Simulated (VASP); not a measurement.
The system is KF.

```xyz
2
Lattice="0.0000 2.6719 2.6719 2.6719 0.0000 2.6719 2.6719 2.6719 0.0000" Properties=species:S:1:pos:R:3 pbc="T T T"
K     0.0000    0.0000    0.0000
F     2.6719    2.6719    2.6719
```

Program: VASP 6.6.1. Alike in all runs: task single point; no spin polarisation; cell as given; cutoff (eV) 520.

Order these runs on this cell by their pressure, lowest first.
A. level PBE-based screened hybrid with 10 % exact exchange; potentials or basis VASP PAW PBE potentials, release 64 (K_sv, F); k mesh 5 × 5 × 5; smearing fermi-dirac 0.05 eV; grid for exact exchange (PRECFOCK) Normal; share of exact exchange 0.1; screening parameter 0.20787 1/Å
B. level r2SCAN+rVV10; potentials or basis VASP PAW PBE potentials, release 64 (K_sv, F); k mesh 9 × 9 × 9; smearing gaussian 0.05 eV
C. level LDA; potentials or basis VASP PAW LDA potentials, release 64 (K_sv, F); k mesh 9 × 9 × 9; smearing gaussian 0.05 eV

C (-3.4 GPa), B (-1.3 GPa), A (1.1 GPa).

Caveats: the PAW data sets were made with another functional, which shifts forces and pressure a little (at least some runs); the cell stands under tension (at least some runs).
